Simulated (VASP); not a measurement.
Wanted: the native input for a VASP 6.6.1 run.

```
Task                   : single point
Functional             : PBEsol
Potentials or basis    : VASP PAW PBE potentials, release 64 (In_d, Se)
Cutoff                 : 520 eV
k mesh                 : 12 × 12 × 4
Occupations            : gaussian, width 0.15 eV
Spin                   : no spin polarisation
Dipole correction      : no
Further INCAR settings : ALGO = Normal; EDIFF = 1e-07; NBANDS = 48
```

The structure of InSe lies in POSCAR:

```
InSe
1.0
    4.0499987506      0.0000000000      0.0000000000
   -2.0249993753      3.5074018033      0.0000000000
    0.0000000000      0.0000000000     16.9300000000
In Se
4 4
Direct
    0.3333333333      0.6666666667      0.1570000000
    0.6666666667      0.3333333333      0.6570000000
    0.3333333333      0.6666666667      0.3430000000
    0.6666666667      0.3333333333      0.8430000000
    0.3333333333      0.6666666667      0.6020000000
    0.6666666667      0.3333333333      0.1020000000
    0.3333333333      0.6666666667      0.8980000000
    0.6666666667      0.3333333333      0.3980000000
```

The input as run:

INCAR

```
SYSTEM = InSe
ALGO = Normal
EDIFF = 1E-7
ENCUT = 520
GGA = PS
ISIF = 2
ISMEAR = 0
LASPH = .True.
LCHARG = .False.
LREAL = .False.
LWAVE = .False.
NBANDS = 48
NELM = 80
PREC = Accurate
SIGMA = 0.15
```

KPOINTS

```
k-points
0
Gamma
  12 12 4
  0 0 0
```

Potentials or basis: VASP PAW PBE potentials, release 64 (In_d, Se).

Command:

```console
$ cat potpaw_PBE.64/In_d/POTCAR potpaw_PBE.64/Se/POTCAR > POTCAR
$ mpirun -np 1 vasp_std > vasp.out
```

It gave:

| Property | Result |
| --- | --- |
| Pressure | 5.1 GPa |
| Largest force | 2.752 eV/Å |
| Band gap on the k mesh | zero (band 38 reaches 4.16 eV, above the bottom of band 39 at 4.07 eV) |

Caveat: the PAW data sets were made with another functional, which shifts forces and pressure a little; spin-orbit coupling is left out, which moves the levels of the heavy elements.

It took 28 min on 1 thread of Oxide Virtual Turin-like Processor (shared host), peak memory 0.61 GiB.
